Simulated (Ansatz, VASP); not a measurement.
TaN in VASP and in Ansatz

The input INCAR:

```
SYSTEM = TaN
ALGO     = Normal         ! electronic algorithm
EDIFF    = 1E-6           ! SCF threshold, eV
ENCUT    = 520            ! plane-wave cutoff, eV
GGA      = PE             ! functional
ISIF     = 2              ! what is computed and relaxed
ISMEAR   = -1             ! smearing method
LASPH    = .True.         ! aspherical terms in the spheres
LCHARG   = .False.        ! write CHGCAR
LREAL    = .False.        ! projectors in reciprocal space
LWAVE    = .False.        ! write WAVECAR
NBANDS   = 15             ! bands
NELM     = 80             ! most SCF steps
PREC     = Accurate       ! precision mode
SIGMA    = 0.08           ! smearing width, eV
```

Contents of KPOINTS:

```
k-points
0
Gamma
  15 15 15
  0 0 0
```

The input POSCAR:

```
TaN
1.0
    0.0000000000      2.0502006256      2.0502006256
    2.0502006256      0.0000000000      2.0502006256
    2.0502006256      2.0502006256      0.0000000000
Ta N
1 1
Direct
    0.0000000000      0.0000000000      0.0000000000
    0.5000000000      0.5000000000      0.5000000000
```

Input for Ansatz:

```yaml
crystal:
  lattice:
    - [0.0, 2.0502006256, 2.0502006256]
    - [2.0502006256, 0.0, 2.0502006256]
    - [2.0502006256, 2.0502006256, 0.0]
  atoms:
    - { symbol: Ta, position: [0.0, 0.0, 0.0] }
    - { symbol: "N", position: [0.5, 0.5, 0.5] }
kpoints:
  mp_grid: { grid: [15, 15, 15] }
scf:
  occupations: { method: fermi_dirac, width: 0.08 }
hamiltonian:
  xc: pbe
  pseudopotentials: { kind: all_electron, lapw: { basis_error: 0.001 } }
output:
  forces: true
  stress: true
  eigenvalues: true
  populations: true
```

Change from the starting cell: volume scaled by 0.8, LAPW.

Alike in both runs: task single point; functional PBE; k mesh 15 × 15 × 15; occupations fermi-dirac, width 0.08 eV; no spin polarisation.

```csv
,VASP,Ansatz
version,VASP 6.6.1,Ansatz 0.2.0
potentials or method,"VASP PAW PBE potentials, release 64 (Ta_pv, N), cutoff 520 eV","all-electron LAPW, scalar-relativistic"
```

```tsv
	VASP	Ansatz	Ansatz less VASP
pressure (GPa)	122.7	118.9	-3.72
```

Both programs put the cell under a high pressure, so it lies far from rest at this level. Ansatz ran all-electron here, and VASP with PAW potentials.

Spin-orbit coupling is off throughout. Noted on VASP's run: the cell as given lies far from equilibrium.
